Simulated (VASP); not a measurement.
# ZnSn2N2 (P-4m2) in VASP: a series of runs, part 2 of 2

VASP 6.6.1.

## Step 4: Single point, PBE

This run uses another cell than the first one, of 18.49 Å³/atom.

INCAR

```
SYSTEM = ZnSn2N2
ALGO     = Normal         ! electronic algorithm
EDIFF    = 1E-7           ! SCF threshold, eV
ENCUT    = 520            ! plane-wave cutoff, eV
GGA      = PE             ! functional
ISIF     = 2              ! what is computed and relaxed
ISMEAR   = -1             ! smearing method
LASPH    = .TRUE.         ! aspherical terms in the spheres
LCHARG   = .TRUE.         ! write CHGCAR
LELF     = .TRUE.         ! ELF
LREAL    = .FALSE.        ! projectors in reciprocal space
LVHAR    = .TRUE.       
LWAVE    = .FALSE.        ! write WAVECAR
NBANDS   = 33             ! bands
NELM     = 60             ! most SCF steps
PREC     = Accurate       ! precision mode
SIGMA    = 0.05           ! smearing width, eV
```

KPOINTS

```
k-points
0
G
  7 7 3
  0 0 0
```

POSCAR

```
ZnSn2N2
1.0
    3.3523260000      0.0000000000      0.0000000000
    0.0000000000      3.3523260000      0.0000000000
    0.0000000000      0.0000000000      8.2254931800
Sn Zn N
2 1 2
Direct
    0.5000000000      0.5000000000      0.3014683672
    0.5000000000      0.5000000000      0.6985316328
    0.0000000000      0.0000000000      0.0000000000
    0.0000000000      0.5000000000      0.8564218526
    0.5000000000      0.0000000000      0.1435781474
```

Potentials or basis: VASP PAW PBE potentials, release 64 (Sn_d, Zn, N).

Command:

```sh
$ cat potpaw_PBE.64/Sn_d/POTCAR potpaw_PBE.64/Zn/POTCAR potpaw_PBE.64/N/POTCAR > POTCAR
$ mpirun -np 1 vasp_std > vasp.out
```

OUTCAR:

```text
SYSTEM = ZnSn2N2
   EDIFF = 1E-7
   ENCUT = 520
   GGA = PE
   ISIF = 2
   ISMEAR = -1
   LASPH = .TRUE.
   LREAL = .FALSE.
   NELM = 60
   PREC = Accurate

 ion  position               nearest neighbor table
   1  0.500  0.500  0.301-   5 2.12   5 2.12   2 3.27
   2  0.500  0.500  0.699-   4 2.12   4 2.12   1 3.27
   3  0.000  0.000  0.000-   4 2.05   5 2.05   4 2.05   5 2.05
   4  0.000  0.500  0.856-   3 2.05   3 2.05   2 2.12   2 2.12
   5  0.500  0.000  0.144-   3 2.05   3 2.05   1 2.12   1 2.12

  LATTYP: Found a simple tetragonal cell.
 ALAT       =     3.3523260000
 C/A-ratio  =     2.4536674476

  Lattice vectors:

 A1 = (   3.3523260000,   0.0000000000,   0.0000000000)
 A2 = (   0.0000000000,   3.3523260000,   0.0000000000)
 A3 = (   0.0000000000,   0.0000000000,   8.2254931800)

Analysis of symmetry for initial positions (statically):
=====================================================================
 Subroutine PRICEL returns:
 Original cell was already a primitive cell.

 Routine SETGRP: Setting up the symmetry group for a
 simple tetragonal supercell.

 Subroutine GETGRP returns: Found  8 space group operations
 (whereof  8 operations were pure point group operations)
 out of a pool of 16 trial point group operations.

The static configuration has the point symmetry D_2d.

Analysis of symmetry for dynamics (positions and initial velocities):
=====================================================================
 Subroutine PRICEL returns:
 Original cell was already a primitive cell.

 Routine SETGRP: Setting up the symmetry group for a
 simple tetragonal supercell.

 Subroutine GETGRP returns: Found  8 space group operations
 (whereof  8 operations were pure point group operations)
 out of a pool of 16 trial point group operations.

The dynamic configuration has the point symmetry D_2d.

 Subroutine INISYM returns: Found  8 space group operations
 (whereof  8 operations are pure point group operations),
 and found     1 'primitive' translations

----------------------------------------------------------------------------------------

                                     Primitive cell

  volume of cell :      92.4388

  direct lattice vectors                    reciprocal lattice vectors
     3.352326000  0.000000000  0.000000000     0.298300344  0.000000000  0.000000000
     0.000000000  3.352326000  0.000000000     0.000000000  0.298300344  0.000000000
     0.000000000  0.000000000  8.225493180     0.000000000  0.000000000  0.121573257

  length of vectors
     3.352326000  3.352326000  8.225493180     0.298300344  0.298300344  0.121573257

  position of ions in fractional coordinates (direct lattice)
     0.500000000  0.500000000  0.301468367
     0.500000000  0.500000000  0.698531633
     0.000000000  0.000000000  0.000000000
     0.000000000  0.500000000  0.856421853
     0.500000000  0.000000000  0.143578147

  ion indices of the primitive-cell ions
   primitive index   ion index
                 1           1
                 2           2
                 3           3
                 4           4
                 5           5

[... 19 lines left out ...]
     0.000000000  0.000000000  0.000000000

 Subroutine IBZKPT returns following result:
 ===========================================

 Found     20 irreducible k-points:

 Following reciprocal coordinates:
            Coordinates               Weight
  0.000000  0.000000  0.000000      1.000000
  0.142857  0.000000  0.000000      4.000000
  0.285714  0.000000  0.000000      4.000000
  0.428571  0.000000  0.000000      4.000000
  0.142857  0.142857  0.000000      4.000000
  0.285714  0.142857  0.000000      8.000000
[... 12 lines left out ...]
  0.428571  0.285714  0.333333     16.000000
  0.428571  0.428571  0.333333      8.000000
   k-points           NKPTS =     20   k-points in BZ     NKDIM =     20   number of bands    NBANDS=     33
   number of dos      NEDOS =    301   number of ions     NIONS =      5
   total plane-waves  NPLWV =  50176
   dimension x,y,z NGX =    28 NGY =   28 NGZ =   64
   dimension x,y,z NGXF=    56 NGYF=   56 NGZF=  128
   ions per type =               2   1   2
   NGX,Y,Z   is equivalent  to a cutoff of  13.89, 13.89, 12.94 a.u.
   NGXF,Y,Z  is equivalent  to a cutoff of  27.77, 27.77, 25.87 a.u.
 SYSTEM =  ZnSn2N2
   PREC   = accura    normal or accurate (medium, high low for compatibility)
   ISTART =      0    job   : 0-new  1-cont  2-samecut
   ICHARG =      2    charge: 1-file 2-atom 10-const
   ISPIN  =      1    spin polarized calculation?
   LNONCOLLINEAR =      F non collinear calculations
   LSORBIT =      F    spin-orbit coupling
   LASPH  =      T    aspherical Exc in radial PAW
   ENCUT  =  520.0 eV  38.22 Ry    6.18 a.u.   6.23  6.23 15.29*2*pi/ulx,y,z
   NELM   =     60;   NELMIN=  2; NELMDL= -5     # of ELM steps
   EDIFF  = 0.1E-06   stopping-criterion for ELM
   LREAL  =      F    real-space projection
   EDIFFG = 0.1E-05   stopping-criterion for IOM
   NSW    =      0    number of steps for IOM
   IBRION =     -1    ionic relax: 0-MD 1-quasi-New 2-CG
   NFREE  =      0    steps in history (QN), initial steepest desc. (CG)
   ISIF   =      2    stress and relaxation
   ISYM   =      2    0-nonsym 1-usesym 2-fastsym
   POTIM  = 0.5000    time-step for ionic-motion
   TEBEG  =    0.0;   TEEND  =   0.0 temperature during run
   PSTRESS=    0.0 pullay stress
   NELECT =      50.0000    total number of electrons
   NUPDOWN=      -1.0000    fix difference up-down
   EMIN   =  10.00;   EMAX   =-10.00  energy-range for DOS
   EFERMI =   0.00;   METHOD = LEGACY
   ISMEAR =    -1;   SIGMA  =   0.05  broadening in eV -4-tet -1-fermi 0-gaus
   EFERMI_NEDOS =   21; number of points for ismear=-14 and -15
   IALGO  =     38    algorithm
   IMIX   =      4    mixing-type and parameters
     AMIX     =   0.40;   BMIX     =  1.00
     AMIX_MAG =   1.60;   BMIX_MAG =  1.00
  volume/ion in A,a.u.               =      18.49       124.76
  Fermi-wavevector in a.u.,A,eV,Ry     =   1.333870  2.520648 24.207594  1.779208
  Thomas-Fermi vector in A             =   2.462695
   LORBIT       =      0    0 simple, 1 ext, 2 COOP (PROOUT), +10 PAW based schemes
   GGA     = PE    functional components
   LHFCALC =     F    Hartree Fock is set to
   AEXX    =    0.0000 exact exchange contribution
   IVDW    =     0    specifies the selected vdW correction
   LEPSILON=     F    determine dielectric tensor
   LRPA    =     F    only Hartree local field effects (RPA)
 non-spin polarized calculation
  energy-cutoff  :      520.00
  volume of cell :       92.44
 maximum number of plane-waves:      2510
 NGX is ok and might be reduce to    28
   NGX = 13   NGY = 13   NGZ = 31

 number of electron      49.9999991 magnetization

 Free energy of the ion-electron system (eV)
  ---------------------------------------------------
  ext. energy  EPLUGINS =         0.00000000
  ---------------------------------------------------
  free energy    TOTEN  =       -24.18565402 eV

  energy without entropy =      -24.17276907  energy(sigma->0) =      -24.17921154

 E-fermi :   5.1627     XC(G=0): -10.1137

 val. band max:        5.1121457313   @ k =   0.2857   0.1429   0.3333
 cond. band min:       5.1752830413   @ k =   0.1429   0.1429   0.0000
 fundamental gap:      0.0631373101
 Fermi energy:         5.1626937387

 k-point     1 :       0.0000    0.0000    0.0000
  band No.  band energies     occupation
      1     -16.2224      2.00000
      2     -16.2223      2.00000
      3     -16.0527      2.00000
      4     -16.0045      2.00000
      5     -16.0045      2.00000
      6     -15.9736      2.00000
[... 709 lines left out ...]
     32      12.2481      0.00000
     33      12.4410      0.00000

------------------------ aborting loop because EDIFF is reached ----------------------------------------

  FORCE on cell =-STRESS in cart. coord.  units (eV):
  Direction    XX          YY          ZZ          XY          YZ          ZX
  --------------------------------------------------------------------------------------
  -------------------------------------------------------------------------------------
  Total       -0.3157947     -0.3157947     -0.9986863      0.0000000      0.0000000      0.0000000
  in kB       -5.4734479     -5.4734479    -17.3095291      0.0000000      0.0000000      0.0000000
  external PRESSURE =      -9.4188083 kB  Pullay stress =       0.0000000 kB

 VOLUME and BASIS-vectors are now :
 -----------------------------------------------------------------------------
  energy-cutoff  :      520.00
  volume of cell :       92.44
      direct lattice vectors                 reciprocal lattice vectors
     3.352326000  0.000000000  0.000000000     0.298300344  0.000000000  0.000000000
     0.000000000  3.352326000  0.000000000     0.000000000  0.298300344  0.000000000
     0.000000000  0.000000000  8.225493180     0.000000000  0.000000000  0.121573257

 POSITION                                       TOTAL-FORCE (eV/Angst)
 -----------------------------------------------------------------------------------
      1.67616      1.67616      2.47973         0.000000     -0.000000      0.015403
      1.67616      1.67616      5.74577        -0.000000      0.000000     -0.015403
      0.00000      0.00000      0.00000        -0.000000      0.000000      0.000000
      0.00000      1.67616      7.04449        -0.000000      0.000000     -0.023046
      1.67616      0.00000      1.18100        -0.000000      0.000000      0.023046
 -----------------------------------------------------------------------------------
    total drift:                                0.000000      0.000000     -0.000000

  FREE ENERGIE OF THE ION-ELECTRON SYSTEM (eV)
  ---------------------------------------------------
  free  energy   TOTEN  =       -24.1856540178 eV

  energy  without entropy=      -24.1727690654  energy(sigma->0) =      -24.17921154
```

Run time: 46 s. Hardware: 1 thread of Intel Xeon Platinum 8559C (Emerald Rapids), shared host; peak memory 0.23 GiB.

What came out:

| Item | Value |
| --- | --- |
| Free energy | -24.1857 eV |
| Pressure | -0.9 GPa |
| Largest force | 0.023 eV/Å |
| Band gap on the k mesh | zero (bands 25 and 26 overlap by 1.02 eV) |

Forces on the atoms (eV/Å):
```
Sn   0.000  0.000  0.015
Sn   0.000  0.000 -0.015
Zn   0.000  0.000  0.000
N    0.000  0.000 -0.023
N    0.000  0.000  0.023
```

Caveat: spin-orbit coupling is left out, which moves the levels of the heavy elements.

## Step 5: Single point, PBE

This run uses another cell than the first one, of 18.85 Å³/atom.

INCAR

```
ALGO = Normal
EDIFF = 1E-6
ENCUT = 520
GGA = PE
ISIF = 2
ISMEAR = -1
LASPH = True
LCHARG = True
LELF = True
LREAL = False
LVHAR = True
LWAVE = False
NBANDS = 33
NELM = 80
PREC = Accurate
SIGMA = 0.05
```

KPOINTS

```
k-points
0
Gamma
  7 7 3
```

POSCAR

```
ZnSn2N2
1.0
    3.3523260000      0.0000000000      0.0000000000
    0.0000000000      3.3523260000      0.0000000000
    0.0000000000      0.0000000000      8.3867773600
Sn Zn N
2 1 2
Direct
    0.5000000000      0.5000000000      0.2970283950
    0.5000000000      0.5000000000      0.7029716050
    0.0000000000      0.0000000000      0.0000000000
    0.0000000000      0.5000000000      0.8585906244
    0.5000000000      0.0000000000      0.1414093756
```

Command:

```sh
$ cat potpaw_PBE.64/Sn_d/POTCAR potpaw_PBE.64/Zn/POTCAR potpaw_PBE.64/N/POTCAR > POTCAR
$ mpirun -np 1 vasp_std > vasp.out
```

Run time: 41 s. Hardware: 1 thread of Intel Xeon Platinum 8559C (Emerald Rapids), shared host; peak memory 0.24 GiB.

It converged, with:

```yaml
Free_energy: -24.1591 eV
Pressure: -1.4 GPa
Largest_force: 0.022 eV/Å
Band_gap_on_the_k_mesh: zero (bands 25 and 26 overlap by 0.85 eV)
```

Forces on the atoms (eV/Å):
```
Sn   0.000  0.000  0.018
Sn   0.000  0.000 -0.018
Zn   0.000  0.000  0.000
N    0.000  0.000 -0.022
N    0.000  0.000  0.022
```

Stress tensor (GPa, compression positive):
```
-0.84  0.00  0.00
 0.00 -0.84  0.00
 0.00  0.00 -2.63
```

Levels at points of the mesh, in eV from the Fermi level:
```tsv
k point	band 22	band 23	band 24	band 25	band 26	band 27	band 28	band 29
(0.00, 0.00, 0.00)	-2.37	-0.87	-0.87	0.38	0.86	3.14	5.98	5.98
```

Caveat: spin-orbit coupling is left out, which moves the levels of the heavy elements.

## Step 6: Relaxation of the atoms, PBE

This run uses another cell than the first one, of 17.40 Å³/atom.

INCAR

```
SYSTEM = ZnSn2N2
PREC = Accurate ; ENCUT = 520
EDIFF = 1E-7 ; ISMEAR = -1
SIGMA = 0.05 ; LREAL = .FALSE.
LASPH = .TRUE. ; NELM = 60
ALGO = Normal ; ISIF = 2
LWAVE = .FALSE. ; LCHARG = .FALSE.
GGA = PE ; IBRION = 2
NSW = 60 ; EDIFFG = -0.01
```

KPOINTS

```
regular mesh
0
G
  7 7 3
  0 0 0
```

POSCAR

```
ZnSn2N2
1.0
    3.3523260000      0.0000000000      0.0000000000
    0.0000000000      3.3523260000      0.0000000000
    0.0000000000      0.0000000000      7.7416406400
Sn Zn N
2 1 2
Direct
    0.5000000000      0.5000000000      0.3058270000
    0.5000000000      0.5000000000      0.6941730000
    0.0000000000      0.0000000000      0.0000000000
    0.0000000000      0.5000000000      0.8541900000
    0.5000000000      0.0000000000      0.1458100000
```

Potentials or basis: VASP PAW PBE potentials, release 64 (Sn_d, Zn, N).

Command:

```sh
$ cat potpaw_PBE.64/Sn_d/POTCAR potpaw_PBE.64/Zn/POTCAR potpaw_PBE.64/N/POTCAR > POTCAR
$ mpirun -np 1 vasp_std > vasp.out
```

It took 1.7 min on 1 thread of Intel Xeon Platinum 8559C (Emerald Rapids), shared host; peak memory 0.24 GiB.

The run converged. Its results:

```yaml
Free_energy: -24.1438 eV
Energy_gained_by_relaxing: 2.0 meV/atom
Ionic_steps: 5
Pressure_after_relaxing: 3.1 GPa
Largest_force_after_relaxing: 0.004 eV/Å
Band_gap_on_the_k_mesh: zero (bands 25 and 26 overlap by 1.49 eV)
```

Forces in eV/Å, atoms in the order of the input:
```
Sn   0.000  0.000 -0.004
Sn   0.000  0.000  0.004
Zn   0.000  0.000  0.000
N    0.000  0.000 -0.004
N    0.000  0.000  0.004
```

Stress tensor (GPa, compression positive):
```
2.09 0.00 0.00
0.00 2.09 0.00
0.00 0.00 5.14
```

Step by step:
```csv
step,energy change (eV),largest force (eV/Å),pressure (GPa)
1,0.0000,0.4164,3.98
2,-0.0077,0.1738,3.19
3,-0.0081,0.1050,3.33
4,-0.0092,0.0720,3.25
5,-0.0100,0.0042,3.10
```

Final structure:
```xyz
5
Lattice="3.3523 0.0000 0.0000 0.0000 3.3523 0.0000 0.0000 0.0000 7.7416" Properties=species:S:1:pos:R:3 pbc="T T T"
Sn    1.6762    1.6762    2.3945
Sn    1.6762    1.6762    5.3472
Zn    0.0000    0.0000    0.0000
N     0.0000    1.6762    6.6069
N     1.6762    0.0000    1.1348
```

Levels at points of the mesh, in eV from the Fermi level:
| k point | band 21 | band 22 | band 23 | band 24 | band 25 | band 26 | band 27 | band 28 | band 29 | band 30 |
| --- | --- | --- | --- | --- | --- | --- | --- | --- | --- | --- |
| (0.00, 0.00, 0.00) | -3.02 | -3.02 | -1.31 | -1.31 | 0.38 | 0.65 | 3.32 | 5.21 | 5.21 | 6.01 |

Caveat: spin-orbit coupling is left out, which moves the levels of the heavy elements.

## Step 7: Summary

| task | cell | gap on the mesh (eV) | pressure (GPa) | largest force (eV/Å) |
| --- | --- | --- | --- | --- |
| single point | a = 3.352, b = 3.352, c = 8.064 Å, 5 atoms, atomic positions A | none | 0.0 | 0.02 |
| single point | a = 3.352, b = 3.352, c = 8.145 Å, 5 atoms, atomic positions B | none | -0.5 | 0.02 |
| single point | a = 3.352, b = 3.352, c = 8.225 Å, 5 atoms, atomic positions C | none | -0.9 | 0.02 |
| single point | a = 3.352, b = 3.352, c = 8.387 Å, 5 atoms, atomic positions D | none | -1.4 | 0.02 |
| relaxation of the atoms | atoms relaxed from a = 3.352, b = 3.352, c = 7.742 Å, 5 atoms, atomic positions A | none | 3.1 | - |

Alike in all rows: level PBE; potentials or basis VASP PAW PBE potentials, release 64 (Sn_d, Zn, N); no spin polarisation; k mesh 7 × 7 × 3; cutoff (eV) 520; smearing fermi-dirac 0.05 eV.

Caveats: spin-orbit coupling is left out, which moves the levels of the heavy elements.

Absolute energies hang on the potentials; compare differences alone.
